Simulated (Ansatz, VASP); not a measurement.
# Two plane-wave programs on C

```xyz
2
Lattice="0.0000 1.7659 1.7659 1.7659 0.0000 1.7659 1.7659 1.7659 0.0000" Properties=species:S:1:pos:R:3 pbc="T T T"
C     0.0000    0.0000    0.0000
C     0.8829    0.8829    0.8829
```

Alike in both runs: task single point; functional LDA; k mesh 12 × 12 × 12; occupations gaussian, width 0.02 eV; no spin polarisation.

|  | VASP | Ansatz |
| --- | --- | --- |
| version | VASP 6.6.1 | Ansatz 0.2.0 |
| potentials or method | VASP PAW LDA potentials, release 64 (C), cutoff 600 eV | scalar-relativistic, plane waves, PAW |
| valence electrons in the cell | 8 | 8 |

```csv
,VASP,Ansatz,Ansatz less VASP
gap on the k mesh at the Fermi level (eV),4.20,4.20,0.000
least direct gap on the mesh (eV),5.63,5.62,-0.003
pressure (GPa),0.8,0.0,-0.84
```

LDA's correlation is that of Perdew and Zunger in VASP and of Perdew and Wang (1992) in Ansatz.
